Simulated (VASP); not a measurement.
Runs of VASP 6.6.1 on GeS. The structure is that of space group Pnma (No. 62), or close to it. The cells are those of the table. 

| cell | gap on the mesh (eV) | pressure (GPa) | largest force (eV/Å) |
| --- | --- | --- | --- |
| a = 10.511, b = 3.668, c = 4.450 Å, 8 atoms | 1.30 | (b) | 0.28 |
| a = 9.702, b = 3.668, c = 4.450 Å, 8 atoms | 1.15 | 8.6 | 1.57 |
| a = 11.589, b = 3.668, c = 4.450 Å, 8 atoms | 0.83 | (a) | 0.54 |
| a = 10.241, b = 3.668, c = 4.450 Å, 8 atoms | 1.30 | 3.4 | 0.62 |

Alike in all rows: task single point; level PBE; potentials or basis VASP PAW PBE potentials, release 64 (Ge_d, S); no spin polarisation; k mesh 4 × 8 × 6; cutoff (eV) 500; smearing gaussian 0.05 eV.

Problem. Fill in the values left out.

Solution. (a) -3.1; (b) 1.5.

Caveats: the stress differs along the axes, from 3 to 18 GPa (at least some runs); forces of over 1 eV/Å act on the atoms, so gaps and moduli don't describe the material at rest (at least some runs); the cell stands under tension (at least some runs); the stress differs along the axes, from 1 to 7 GPa (at least some runs).

A k mesh can miss the band edges, and the runs leave out spin-orbit coupling on Ge.
